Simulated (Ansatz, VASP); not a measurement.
Ta: VASP beside Ansatz

File INCAR:

```
SYSTEM = Ta
ALGO = Normal
EDIFF = 1E-6
ENCUT = 500
GGA = PE
GGA_COMPAT = .False.
ISIF = 2
ISMEAR = 0
LASPH = .True.
LCHARG = .False.
LREAL = .False.
LWAVE = .False.
NBANDS = 18
NELM = 120
PREC = Accurate
SIGMA = 0.15
```

The input KPOINTS:

```
k-points
0
Gamma
  18 18 10
  0 0 0
```

POSCAR

```
Ta
1.0
   -1.6512800000      1.6512800000      1.6512800000
    1.6512800000     -1.6512800000      1.6512800000
    3.3025600000      3.3025600000      0.0000000000
Ta
2
Direct
   -0.0224814120      0.0224814120      0.0000000000
    0.5224814120      0.4775185880      0.5000000000
```

Input for Ansatz:

```yaml
crystal:
  lattice:
    - [-1.65128, 1.65128, 1.65128]
    - [1.65128, -1.65128, 1.65128]
    - [3.30256, 3.30256, 0.0]
  atoms:
    - { symbol: Ta, position: [-0.022481412, 0.022481412, 0.0] }
    - { symbol: Ta, position: [0.522481412, 0.477518588, 0.5] }
basis:
  ecutwfc: 420
kpoints:
  mp_grid: { grid: [18, 18, 10] }
hamiltonian:
  xc: pbe
scf:
  occupations: { method: gaussian, width: 0.15 }
output:
  forces: true
  stress: true
  eigenvalues: true
```

Change from the starting cell: mode 4 (91.0 1/cm) frozen in, largest displacement +0.105 Å.

Alike in both runs: task single point; functional PBE; k mesh 18 × 18 × 10; occupations gaussian, width 0.15 eV; no spin polarisation.

|  | VASP | Ansatz |
| --- | --- | --- |
| version | VASP 6.6.1 | Ansatz 0.2.0 |
| potentials or method | VASP PAW PBE potentials, release 64 (Ta_pv), cutoff 500 eV | scalar-relativistic, plane waves, PAW |
| valence electrons in the cell | 22 | 26 |

|  | VASP | Ansatz | Ansatz less VASP |
| --- | --- | --- | --- |
| gap on the k mesh at the Fermi level (eV) | none | none | - |
| pressure (GPa) | 3.8 | 3.6 | -0.11 |
| rms of the force components (eV/Å) | 0.318 | 0.318 | +0.0007 |

Atom by atom the forces differ by 0.001 eV/Å (rms over components). A gap of «none» marks a metal or a gap that the smearing closes. VASP's potentials hold 22 valence electrons a cell and Ansatz's 26, so a difference there can come from the potentials and not from the codes.

Neither program's run includes spin-orbit coupling.
